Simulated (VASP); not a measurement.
A run of VASP 6.6.1 is set up as follows.

The input INCAR:

```
SYSTEM = ZrTaC2
ALGO = Normal ; EDIFF = 1E-6
ENCUT = 520 ; GGA = PS
ISIF = 2 ; ISMEAR = 1
LASPH = .TRUE. ; LCHARG = .FALSE.
LREAL = .FALSE. ; LWAVE = .FALSE.
NBANDS = 24 ; NELM = 80
PREC = Accurate ; SIGMA = 0.1
```

Contents of KPOINTS:

```
k-points
0
G
  8 8 8
  0 0 0
```

The input POSCAR:

```
ZrTaC2
1.0
    1.6162758800      0.9331573200      5.3064719000
   -1.6162758800      0.9331573200      5.3064719000
    0.0000000000     -1.8663146300      5.3064719000
Zr Ta C
1 1 2
Direct
    0.0000000000      0.0000000000      0.0000000000
    0.5000000000      0.5000000000      0.5000000000
    0.7547232300      0.7547232300      0.7547232300
    0.2452767700      0.2452767700      0.2452767700
```

Potentials or basis: VASP PAW PBE potentials, release 64 (Zr_sv, Ta_pv, C).

The run is started by

```sh
$ cat potpaw_PBE.64/Zr_sv/POTCAR potpaw_PBE.64/Ta_pv/POTCAR potpaw_PBE.64/C/POTCAR > POTCAR
$ mpirun -np 1 vasp_std > vasp.out
```

Problem. What does it give for the largest force?

Solution. 0.042 eV/Å.

Problem. Estimate the pressure.

Solution. -5.6 GPa.

Forces in eV/Å, atoms in the order of the input:
```
Zr   0.000  0.000  0.000
Ta   0.000  0.000  0.000
C    0.000  0.000 -0.042
C    0.000  0.000  0.042
```

Caveat: the PAW data sets were made with another functional, which shifts forces and pressure a little.
